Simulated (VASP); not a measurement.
# Nb (P6/mmm) in VASP: further runs

Runs on Nb. Level: r2SCAN. Tasks: single point.

Program: VASP 6.6.1. These are calculated values, not measurements. Logs are shortened: lines on timing, memory, paths and dates and some standing lists are left out, and cuts for length are marked.

### 1 The cell of the first run

The structure is hexagonal, space group P6/mmm (No. 191). The conventional cell has a = 4.877 Å, b = 4.877 Å, c = 2.674 Å, α = 90.00°, β = 90.00°, γ = 120.00°. Nb (site symmetry 6/mmm) has 14 Nb at 2.67 to 3.12 Å within 3.5 Å. Within 3.5 Å of Nb (site symmetry -6m2) lie 11 Nb at 2.67 to 3.12 Å.

### 2 Single point, r2SCAN, collinear spin, ferromagnetic start

Contents of POSCAR:

```
Nb
1.0
    4.8772060481      0.0000000000      0.0000000000
   -2.4386030240      4.2237843371      0.0000000000
    0.0000000000      0.0000000000      2.6735702933
Nb
3
Direct
    1.0000000000      0.0000000000      0.0000000000
    0.3333333333      0.6666666667      0.5000000000
    0.6666666667      0.3333333333      0.5000000000
```

Contents of INCAR.step1:

```
SYSTEM = Nb
PREC = Accurate ; ENCUT = 520
ISMEAR = -1 ; SIGMA = 0.05
LREAL = .FALSE. ; LASPH = .TRUE.
NELM = 150 ; ISPIN = 2
MAGMOM = 1 1 1 ; LMAXMIX = 4
NBANDS = 30 ; GGA = PE
ALGO = Normal ; EDIFF = 1E-4
LWAVE = .TRUE. ; LCHARG = .FALSE.
```

Contents of INCAR.step2:

```
SYSTEM = Nb
PREC = Accurate ; ENCUT = 520
EDIFF = 1E-7 ; ISMEAR = -1
SIGMA = 0.05 ; LREAL = .FALSE.
LASPH = .TRUE. ; NELM = 150
ALGO = Normal ; ISIF = 2
LWAVE = .FALSE. ; LCHARG = .FALSE.
ISPIN = 2 ; MAGMOM = 1 1 1
LORBIT = 11 ; LMAXMIX = 4
METAGGA = R2SCAN ; LMIXTAU = .TRUE.
NBANDS = 30 ; ISTART = 1
```

Contents of KPOINTS:

```
Automatic mesh
0
G
  8 8 11
  0 0 0
```

Potentials or basis: VASP PAW PBE potentials, release 64 (Nb_sv).

Command:

```console
> cat potpaw_PBE.64/Nb_sv/POTCAR > POTCAR
> cp INCAR.step1 INCAR
> mpirun -np 1 vasp_std > vasp.out
> cp INCAR.step2 INCAR
> mpirun -np 1 vasp_std > vasp.out
```

OUTCAR:

```text
SYSTEM = Nb
   PREC = Accurate
   ENCUT = 520
   EDIFF = 1E-7
   ISMEAR = -1
   LREAL = .FALSE.
   LASPH = .TRUE.
   NELM = 150
   ISIF = 2
   ISPIN = 2
   LORBIT = 11
   METAGGA = R2SCAN
   ISTART = 1

 ion  position               nearest neighbor table
   1  0.000  0.000  0.000-
   2  0.333  0.667  0.500-   3 2.82   3 2.82   3 2.82
   3  0.667  0.333  0.500-   2 2.82   2 2.82   2 2.82

  LATTYP: Found a hexagonal cell.
 ALAT       =     4.8772060481
 C/A-ratio  =     0.5481766132

  Lattice vectors:

 A1 = (   4.8772060481,   0.0000000000,   0.0000000000)
 A2 = (  -2.4386030240,   4.2237843371,   0.0000000000)
 A3 = (   0.0000000000,   0.0000000000,   2.6735702933)

Analysis of symmetry for initial positions (statically):
=====================================================================
 Subroutine PRICEL returns:
 Original cell was already a primitive cell.

 Routine SETGRP: Setting up the symmetry group for a
 hexagonal supercell.

 Subroutine GETGRP returns: Found 24 space group operations
 (whereof 24 operations were pure point group operations)
 out of a pool of 24 trial point group operations.

The static configuration has the point symmetry D_6h.

Analysis of symmetry for dynamics (positions and initial velocities):
=====================================================================
 Subroutine PRICEL returns:
 Original cell was already a primitive cell.

 Routine SETGRP: Setting up the symmetry group for a
 hexagonal supercell.

 Subroutine GETGRP returns: Found 24 space group operations
 (whereof 24 operations were pure point group operations)
 out of a pool of 24 trial point group operations.

The dynamic configuration has the point symmetry D_6h.

Analysis of structural, dynamic, and magnetic symmetry:
=====================================================================
 Subroutine PRICEL returns:
 Original cell was already a primitive cell.

 Routine SETGRP: Setting up the symmetry group for a
 hexagonal supercell.

 Subroutine GETGRP returns: Found 24 space group operations
 (whereof 24 operations were pure point group operations)
 out of a pool of 24 trial point group operations.

The overall configuration has the point symmetry D_6h.

 Subroutine INISYM returns: Found 24 space group operations
 (whereof 24 operations are pure point group operations),
 and found     1 'primitive' translations

----------------------------------------------------------------------------------------

                                     Primitive cell

  volume of cell :      55.0763

  direct lattice vectors                    reciprocal lattice vectors
     4.877206048  0.000000000  0.000000000     0.205035422  0.118377256  0.000000000
    -2.438603024  4.223784337  0.000000000     0.000000000  0.236754512  0.000000000
     0.000000000  0.000000000  2.673570293     0.000000000  0.000000000  0.374031684

  length of vectors
     4.877206048  4.877206048  2.673570293     0.236754512  0.236754512  0.374031684

  position of ions in fractional coordinates (direct lattice)
     0.000000000  0.000000000  0.000000000
     0.333333333  0.666666667  0.500000000
     0.666666667  0.333333333  0.500000000

  ion indices of the primitive-cell ions
   primitive index   ion index
                 1           1
                 2           2
                 3           3

----------------------------------------------------------------------------------------

 KPOINTS: Automatic mesh

Automatic generation of k-mesh.
 Grid dimensions read from file:
 generate k-points for:    8    8   11

 Generating k-lattice:

  Cartesian coordinates                     Fractional coordinates (reciprocal lattice)
     0.025629428  0.014797157  0.000000000     0.125000000  0.000000000  0.000000000
     0.000000000  0.029594314  0.000000000     0.000000000  0.125000000  0.000000000
     0.000000000  0.000000000  0.034002880     0.000000000  0.000000000  0.090909091

  Length of vectors
     0.029594314  0.029594314  0.034002880

  Shift w.r.t. Gamma in fractional coordinates (k-lattice)
     0.000000000  0.000000000  0.000000000

 Subroutine IBZKPT returns following result:
 ===========================================

 Found     60 irreducible k-points:

 Following reciprocal coordinates:
            Coordinates               Weight
  0.000000  0.000000  0.000000      1.000000
  0.125000  0.000000  0.000000      6.000000
  0.250000  0.000000  0.000000      6.000000
  0.375000  0.000000  0.000000      6.000000
  0.500000  0.000000  0.000000      3.000000
  0.125000  0.125000  0.000000      6.000000
[... 16 lines left out ...]
  0.250000  0.000000  0.181818     12.000000
  0.375000  0.000000  0.181818     12.000000
 [... further k-points ...]
   k-points           NKPTS =     60   k-points in BZ     NKDIM =     60   number of bands    NBANDS=     30
   number of dos      NEDOS =    301   number of ions     NIONS =      3
   total plane-waves  NPLWV =  25920
   dimension x,y,z NGX =    36 NGY =   36 NGZ =   20
   dimension x,y,z NGXF=    72 NGYF=   72 NGZF=   40
   ions per type =               3
   NGX,Y,Z   is equivalent  to a cutoff of  12.27, 12.27, 12.44 a.u.
   NGXF,Y,Z  is equivalent  to a cutoff of  24.54, 24.54, 24.87 a.u.
 SYSTEM =  Nb
   PREC   = accura    normal or accurate (medium, high low for compatibility)
   ISTART =      1    job   : 0-new  1-cont  2-samecut
   ICHARG =      0    charge: 1-file 2-atom 10-const
   ISPIN  =      2    spin polarized calculation?
   LNONCOLLINEAR =      F non collinear calculations
   LSORBIT =      F    spin-orbit coupling
   LASPH  =      T    aspherical Exc in radial PAW
   ENCUT  =  520.0 eV  38.22 Ry    6.18 a.u.   9.07  9.07  4.97*2*pi/ulx,y,z
   NELM   =    150;   NELMIN=  2; NELMDL=  0     # of ELM steps
   EDIFF  = 0.1E-06   stopping-criterion for ELM
   LREAL  =      F    real-space projection
   EDIFFG = 0.1E-05   stopping-criterion for IOM
   NSW    =      0    number of steps for IOM
   IBRION =     -1    ionic relax: 0-MD 1-quasi-New 2-CG
   NFREE  =      0    steps in history (QN), initial steepest desc. (CG)
   ISIF   =      2    stress and relaxation
   ISYM   =      2    0-nonsym 1-usesym 2-fastsym
   POTIM  = 0.5000    time-step for ionic-motion
   TEBEG  =    0.0;   TEEND  =   0.0 temperature during run
   PSTRESS=    0.0 pullay stress
   NELECT =      39.0000    total number of electrons
   NUPDOWN=      -1.0000    fix difference up-down
   EMIN   =  10.00;   EMAX   =-10.00  energy-range for DOS
   EFERMI =   0.00;   METHOD = LEGACY
   ISMEAR =    -1;   SIGMA  =   0.05  broadening in eV -4-tet -1-fermi 0-gaus
   EFERMI_NEDOS =   21; number of points for ismear=-14 and -15
   IALGO  =     38    algorithm
   IMIX   =      4    mixing-type and parameters
     AMIX     =   0.40;   BMIX     =  1.00
     AMIX_MAG =   1.60;   BMIX_MAG =  1.00
  volume/ion in A,a.u.               =      18.36       123.89
  Fermi-wavevector in a.u.,A,eV,Ry     =   1.459178  2.757446 28.969523  2.129200
  Thomas-Fermi vector in A             =   2.575775
   LORBIT       =     11    0 simple, 1 ext, 2 COOP (PROOUT), +10 PAW based schemes
   METAGGA = R2SCAN    functional components
   LHFCALC =     F    Hartree Fock is set to
   AEXX    =    0.0000 exact exchange contribution
   IVDW    =     0    specifies the selected vdW correction
   LEPSILON=     F    determine dielectric tensor
   LRPA    =     F    only Hartree local field effects (RPA)
 spin polarized calculation
  energy-cutoff  :      520.00
  volume of cell :       55.08
 maximum number of plane-waves:      1496
   NGX = 19   NGY = 19   NGZ =  9

 number of electron      39.0000007 magnetization       0.0000011

 number of electron      39.0000007 magnetization      -0.0000011

 Free energy of the ion-electron system (eV)
  ---------------------------------------------------
  ext. energy  EPLUGINS =         0.00000000
  ---------------------------------------------------
  free energy    TOTEN  =       -73.95286347 eV

  energy without entropy =      -73.92680274  energy(sigma->0) =      -73.93983310

 E-fermi :  11.1173     XC(G=0): -13.4876

 val. band max:       11.1140924610   @ k =   0.0000   0.0000   0.4545
 cond. band min:      11.1270872934   @ k =   0.2500   0.2500   0.0000
 fundamental gap:      0.0129948324
 Fermi energy:        11.1173263247

 spin component 1

 k-point     1 :       0.0000    0.0000    0.0000
  band No.  band energies     occupation
      1     -45.3731      1.00000
      2     -45.1489      1.00000
      3     -45.1240      1.00000
      4     -21.0076      1.00000
      5     -21.0076      1.00000
      6     -20.7685      1.00000
[... 22 lines left out ...]
     29      20.4528      0.00000
     30      20.7272      0.00000
[... 728 lines left out ...]
  band No.  band energies     occupation
      1     -45.2221      1.00000
      2     -45.1272      1.00000
      3     -45.0972      1.00000
      4     -21.1393      1.00000
      5     -20.8925      1.00000
      6     -20.5162      1.00000
[... 22 lines left out ...]
     29      17.0127      0.00000
     30      18.4928      0.00000

 [... further k-points ...]

 spin component 2

 k-point     1 :       0.0000    0.0000    0.0000
  band No.  band energies     occupation
      1     -45.3731      1.00000
      2     -45.1489      1.00000
      3     -45.1240      1.00000
      4     -21.0076      1.00000
      5     -21.0076      1.00000
      6     -20.7685      1.00000
[... 22 lines left out ...]
     29      20.4642      0.00000
     30      20.7517      0.00000
[... 728 lines left out ...]
  band No.  band energies     occupation
      1     -45.2221      1.00000
      2     -45.1272      1.00000
      3     -45.0972      1.00000
      4     -21.1393      1.00000
      5     -20.8925      1.00000
      6     -20.5162      1.00000
[... 22 lines left out ...]
     29      17.0127      0.00000
     30      18.4928      0.00000

 [... further k-points ...]
[... 5 lines left out ...]
  --------------------------------------------------------------------------------------
  -------------------------------------------------------------------------------------
  Total       -0.0590000     -0.0590000     -0.0605236     -0.0000000      0.0000000     -0.0000000
  in kB       -1.7163196     -1.7163196     -1.7606425     -0.0000000      0.0000000     -0.0000000
  external PRESSURE =      -1.7310939 kB  Pullay stress =       0.0000000 kB

 VOLUME and BASIS-vectors are now :
 -----------------------------------------------------------------------------
  energy-cutoff  :      520.00
  volume of cell :       55.08
      direct lattice vectors                 reciprocal lattice vectors
     4.877206048  0.000000000  0.000000000     0.205035422  0.118377256  0.000000000
    -2.438603024  4.223784337  0.000000000     0.000000000  0.236754512  0.000000000
     0.000000000  0.000000000  2.673570293     0.000000000  0.000000000  0.374031684

 POSITION                                       TOTAL-FORCE (eV/Angst)
 -----------------------------------------------------------------------------------
      0.00000      0.00000      0.00000         0.000000      0.000000      0.000000
     -0.00000      2.81586      1.33679        -0.000000      0.000000     -0.000000
      2.43860      1.40793      1.33679         0.000000     -0.000000      0.000000
 -----------------------------------------------------------------------------------
    total drift:                                0.000000      0.000000     -0.000000

  FREE ENERGIE OF THE ION-ELECTRON SYSTEM (eV)
  ---------------------------------------------------
  free  energy   TOTEN  =       -73.9528634725 eV

  energy  without entropy=      -73.9268027368  energy(sigma->0) =      -73.93983310

 total charge

# of ion       s       p       d       tot
------------------------------------------
    1        2.214   6.013   2.414  10.641
    2        2.223   5.992   2.517  10.732
    3        2.223   5.992   2.517  10.732
--------------------------------------------------
tot          6.660  17.997   7.447  32.104

 magnetization (x)

# of ion       s       p       d       tot
------------------------------------------
    1       -0.000   0.000   0.000   0.000
    2        0.000  -0.000  -0.000   0.000
    3        0.000  -0.000  -0.000   0.000
--------------------------------------------------
tot          0.000   0.000   0.000   0.000
```

Wall time 4.9 min (1 thread of Intel Xeon 6975P-C (Granite Rapids), shared host); peak memory 0.28 GiB.

What came out:

```yaml
Free_energy: -73.9529 eV
Pressure: -0.2 GPa
Net_moment: 0.00 μB per cell
Valence_electrons_inside_the_program's_atomic_spheres: Nb 10.64, 10.73
```

Levels at points of the mesh, in eV from the Fermi level:
Spin up:
| k point | band 18 | band 19 | band 20 | band 21 | band 22 | band 23 |
| --- | --- | --- | --- | --- | --- | --- |
| (0.00, 0.00, 0.00) | -1.30 | -1.30 | -1.11 | 0.71 | 0.71 | 3.18 |
| (0.50, 0.00, 0.00) | -1.64 | -1.10 | -1.02 | 1.37 | 2.21 | 3.25 |
Spin down:
| k point | band 17 | band 18 | band 19 | band 20 | band 21 | band 22 | band 23 | band 24 |
| --- | --- | --- | --- | --- | --- | --- | --- | --- |
| (0.00, 0.00, 0.00) | -1.38 | -1.30 | -1.30 | -1.11 | 0.71 | 0.71 | 3.18 | 3.18 |
| (0.50, 0.00, 0.00) | -1.97 | -1.64 | -1.10 | -1.02 | 1.37 | 2.21 | 3.25 | 3.40 |

Caveat: the PAW data sets were made with another functional, which shifts forces and pressure a little.

[end of part 1 of 2]
